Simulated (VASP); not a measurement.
Wanted: the native input for a VASP 6.6.1 run.

| Item | Value |
| --- | --- |
| Task | single point |
| Functional | PBE |
| Potentials or basis | VASP PAW PBE potentials, release 64 (Rh_pv) |
| Cutoff | 520 eV |
| k mesh | 12 × 12 × 12 |
| Occupations | gaussian, width 0.1 eV |
| Spin | no spin polarisation |
| Dipole correction | no |
| Further INCAR settings | ALGO = Normal; EDIFF = 1e-06; NBANDS = 38 |

The structure of Rh lies in POSCAR:

```
Rh
1.0
    3.8299378968      0.0000000000      0.0000000000
    0.0000000000     -3.8299378968      0.0000000000
    0.0000000000      0.0000000000     -3.8299378968
Rh
4
Direct
    0.0000000000      0.5000000000      0.5000000000
    0.5000000000      0.0000000000      0.5000000000
    0.5000000000      0.5000000000      0.0000000000
    0.0000000000      0.0000000000      0.0000000000
```

These files were run (other wordings do the same):

INCAR

```
PREC     = Accurate       # precision mode
ENCUT    = 520            # plane-wave cutoff, eV
EDIFF    = 1E-6           # SCF threshold, eV
ISMEAR   = 0              # smearing method
SIGMA    = 0.1            # smearing width, eV
LREAL    = False          # projectors in reciprocal space
LASPH    = True           # aspherical terms in the spheres
NELM     = 100            # most SCF steps
ALGO     = Normal         # electronic algorithm
ISIF     = 2              # what is computed and relaxed
LWAVE    = False          # write WAVECAR
LCHARG   = True           # write CHGCAR
GGA      = PE             # functional
LELF     = True           # ELF
LVHAR    = True         
NBANDS   = 38             # bands
```

KPOINTS

```
regular mesh
0
Gamma
  12 12 12
```

Potentials or basis: VASP PAW PBE potentials, release 64 (Rh_pv).

Command:

```console
$ cat potpaw_PBE.64/Rh_pv/POTCAR > POTCAR
$ mpirun -np 1 vasp_std > vasp.out
```

It gave:

```
Pressure               : 0.0 GPa
Band gap on the k mesh : zero (band 30 reaches 12.46 eV, above the bottom of band 31 at 10.45 eV)
```

Run time: 49 s on 1 thread of AMD EPYC 9R45 96-Core Processor (Zen 5), on a shared host, peak memory 0.21 GiB.
